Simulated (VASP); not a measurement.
Set up this calculation in VASP 6.6.1, as the native input.

```yaml
Task: single point
Functional: LDA
Potentials_or_basis: VASP PAW LDA potentials, release 64 (B, P)
Cutoff: 520 eV
k_mesh: 12 × 12 × 12
Occupations: fermi-dirac, width 0.08 eV
Spin: no spin polarisation
Dipole_correction: no
Further_INCAR_settings: ALGO = Normal; EDIFF = 1e-06; NBANDS = 11
```

The structure of BP lies in POSCAR:

```
BP
1.0
    0.0000000000      2.2765382614      2.2765382614
    2.2765382614      0.0000000000      2.2765382614
    2.2765382614      2.2765382614      0.0000000000
B P
1 1
Direct
    0.0000000000      0.0000000000      0.0000000000
    0.7500000000      0.7500000000      0.7500000000
```

This cell differs from its parent crystal: volume scaled by 1.01.

The input as run:

INCAR

```
PREC     = Accurate       # precision mode
ENCUT    = 520            # plane-wave cutoff, eV
EDIFF    = 1E-6           # SCF threshold, eV
ISMEAR   = -1             # smearing method
SIGMA    = 0.08           # smearing width, eV
LREAL    = False          # projectors in reciprocal space
LASPH    = True           # aspherical terms in the spheres
NELM     = 60             # most SCF steps
ALGO     = Normal         # electronic algorithm
ISIF     = 2              # what is computed and relaxed
LWAVE    = False          # write WAVECAR
LCHARG   = False          # write CHGCAR
NBANDS   = 11             # bands
```

KPOINTS

```
regular mesh
0
Gamma
  12 12 12
```

Potentials or basis: VASP PAW LDA potentials, release 64 (B, P).

The run is started by

```bash
$ cat potpaw_LDA.64/B/POTCAR potpaw_LDA.64/P/POTCAR > POTCAR
$ mpirun -np 1 vasp_std > vasp.out
```

It gave:

```yaml
Pressure: -6.8 GPa
Band_gap_on_the_k_mesh: 1.20 eV, indirect (least direct gap 3.36 eV)
```

It took 8.6 s on 1 thread of AMD EPYC 9R45 96-Core Processor (Zen 5), on a shared host, peak memory 0.1 GiB.
